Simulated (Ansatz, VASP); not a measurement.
# Two plane-wave programs on Cs2InPd

```xyz
4
Lattice="4.1740 0.0000 0.0000 0.0000 4.1740 0.0000 0.0000 0.0000 8.4605" Properties=species:S:1:pos:R:3 pbc="T T T"
Cs    0.0000    0.0000    6.4214
Cs    0.0000    0.0000    2.0390
In    2.0870    2.0870    4.2302
Pd    2.0870    2.0870    0.0000
```

Change from the starting cell: species swapped into the Ce2InAg type (P4/mmm, No. 123).

Alike in both runs: task single point; functional PBE; k mesh 4 × 4 × 2; occupations gaussian, width 0.1 eV; no spin polarisation.

|  | VASP | Ansatz |
| --- | --- | --- |
| version | VASP 6.6.1 | Ansatz 0.2.0 |
| potentials or method | VASP PAW PBE potentials, release 64 (Cs_sv, In_d, Pd), cutoff 520 eV | scalar-relativistic, plane waves, PAW |
| valence electrons in the cell | 41 | 49 |

Ansatz gave:

```
gap on the k mesh at the Fermi level (eV)                     : none
pressure (GPa)                                                : 1.8
traceless stress, the component that is largest in VASP (GPa) : -0.37
rms of the force components (eV/Å)                            : 0.312
```

What did VASP give for the same quantities?

gap on the k mesh at the Fermi level (eV): none; pressure (GPa): 1.8; traceless stress, the component that is largest in VASP (GPa): -0.38; rms of the force components (eV/Å): 0.309.

Atom by atom the forces differ by 0.003 eV/Å (rms over components). A gap of «none» marks a metal or a gap that the smearing closes. With one functional, cell and mesh, what is left measures potentials, basis and numerics. VASP's potentials hold 41 valence electrons a cell and Ansatz's 49, so a difference there can come from the potentials and not from the codes.

The k mesh is coarse, so the values compare programs but aren't converged. Neither program's run includes spin-orbit coupling.
